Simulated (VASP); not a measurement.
Runs of VASP 6.6.1 on CdSe. The structure is that of space group P6/mmm (No. 191), or close to it. The cells are those of the table. The cell was generated, and may not be a known phase.

| task | cell | k mesh | cutoff (eV) | smearing | gap on the mesh (eV) | pressure (GPa) | relaxed volume (Å³/atom) |
| --- | --- | --- | --- | --- | --- | --- | --- |
| relaxation of cell and atoms | relaxed from a = 3.745, b = 3.745, c = 4.176 Å, angles 90.0, 90.0, 120.0°, 2 atoms | 6 × 6 × 4 | 600 | gaussian 0.1 eV | none | 0.0 | 40.48 |
| single point | a = 3.745, b = 3.745, c = 4.176 Å, angles 90.0, 90.0, 120.0°, 2 atoms | 6 × 6 × 4 | 520 | gaussian 0.1 eV | none | 37.6 | - |
| single point | a = 4.470, b = 4.470, c = 4.908 Å, angles 90.0, 90.0, 120.0°, 2 atoms | 6 × 6 × 4 | 520 | gaussian 0.1 eV | none | 0.3 | - |
| relaxation of cell and atoms | relaxed from a = 4.470, b = 4.470, c = 4.908 Å, angles 90.0, 90.0, 120.0°, 2 atoms | 12 × 12 × 12 | 600 | gaussian 0.1 eV | none | 0.0 | (b) |
| single point | a = 6.609, b = 6.609, c = 4.802 Å, angles 90.0, 90.0, 120.0°, 2 atoms | 6 × 6 × 8 | 520 | gaussian 0.01 eV | (a) | 0.1 | - |

Alike in all rows: level PBE; potentials or basis VASP PAW PBE potentials, release 64 (Cd, Se); no spin polarisation.

Task: Fill in the values left out.

Result: (a) 0.21; (b) 61.55.

Caveats: some runs use coarse meshes; semilocal functionals underestimate gaps, and a narrow one can read as zero (at least some runs); the volume moved by over 15 % at a fixed basis, so the end points are rough (at least some runs).

A k mesh can miss the band edges, and the runs leave out spin-orbit coupling on Cd, Se.

A gap of «none» marks levels without a gap at the run's occupations.
